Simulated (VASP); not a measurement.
Ag: single point with LDA

Ag:

```xyz
1
Lattice="2.6471 0.0000 0.0000 0.0000 2.6471 0.0000 0.0000 0.0000 2.6471" Properties=species:S:1:pos:R:3 pbc="T T T"
Ag    0.0000    0.0000    0.0000
```

* Program: VASP 6.6.1
* Task: single point
* Functional: LDA
* Potentials or basis: VASP PAW LDA potentials, release 64 (Ag)
* Cutoff: 520 eV
* k mesh: 12 × 12 × 12
* Occupations: fermi-dirac, width 0.1 eV
* Spin: non-collinear spin, zero start, spin-orbit coupling
* Starting moments: [[0.0, 0.0, 0.0]] μB

| Property | Result |
| --- | --- |
| Pressure | 0.0 GPa |
| Net moment | 0.00 μB per cell |
| Valence electrons inside the program's atomic spheres | Ag 9.93 |

Moments on the atoms (μB; x, y, z):
```
Ag  0.00 0.00 0.00
```

Run time: 34 s on 1 thread of Intel(R) Xeon(R) Platinum 8259CL CPU @ 2.50GHz (Skylake/Cascade Lake), on a shared host, peak memory 0.17 GiB.
